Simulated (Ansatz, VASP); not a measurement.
Given: the input of a run of VASP 6.6.1 on Al3Pd.

INCAR

```
SYSTEM = Al3Pd
PREC = Accurate
ENCUT = 520
EDIFF = 1E-6
ISMEAR = -1
SIGMA = 0.05
LREAL = .FALSE.
LASPH = .TRUE.
NELM = 80
ALGO = Fast
ISIF = 2
LWAVE = .FALSE.
LCHARG = .FALSE.
NBANDS = 18
```

Contents of KPOINTS:

```
Automatic mesh
0
G
  7 7 7
  0 0 0
```

Contents of POSCAR:

```
Al3Pd
1.0
    3.9204198730      0.0000000000      0.0000000000
    0.0000000000      3.9204198730      0.0000000000
    0.0000000000      0.0000000000      3.9204198730
Pd Al
1 3
Direct
    0.0000000000      0.0000000000      0.0000000000
    0.5000000000      0.5000000000      0.0000000000
    0.5000000000      0.0000000000      0.5000000000
    0.0000000000      0.5000000000      0.5000000000
```

Potentials or basis: VASP PAW LDA potentials, release 64 (Pd, Al).

The run is started by

```bash
$ cat potpaw_LDA.64/Pd/POTCAR potpaw_LDA.64/Al/POTCAR > POTCAR
$ mpirun -np 1 vasp_std > vasp.out
```

**Question.** Translate it to Ansatz 0.2.0. Potentials there: all-electron LAPW, scalar-relativistic.

**Answer.** As run (the cutoff follows the program's own potentials):

input.yaml

```yaml
crystal:
  lattice:
    - [3.920419873, 0.0, 0.0]
    - [0.0, 3.920419873, 0.0]
    - [0.0, 0.0, 3.920419873]
  atoms:
    - { symbol: Pd, position: [0.0, 0.0, 0.0] }
    - { symbol: Al, position: [0.5, 0.5, 0.0] }
    - { symbol: Al, position: [0.5, 0.0, 0.5] }
    - { symbol: Al, position: [0.0, 0.5, 0.5] }
kpoints:
  mp_grid: { grid: [7, 7, 7] }
scf:
  occupations: { method: fermi_dirac, width: 0.05 }
hamiltonian:
  xc: lda
  pseudopotentials: { kind: all_electron, lapw: { basis_error: 0.002 } }
output:
  forces: true
  stress: true
  eigenvalues: true
```

Potentials or basis: all-electron LAPW, scalar-relativistic.

Launch:

```bash
$ ansatz run input.yaml --threads 2 --pin off --max-ram 8192MiB --backend cpu --events-out ev --progress --plain --runs-dir out
```

Both were run:

|  | VASP | Ansatz | Ansatz less VASP |
| --- | --- | --- | --- |
| gap on the k mesh at the Fermi level (eV) | none | none | - |
| pressure (GPa) | -2.5 | -2.7 | -0.23 |

LDA's correlation is that of Perdew and Zunger in VASP and of Perdew and Wang (1992) in Ansatz. A gap of «none» marks a metal or a gap that the smearing closes. Ansatz ran all-electron here, and VASP with PAW potentials.
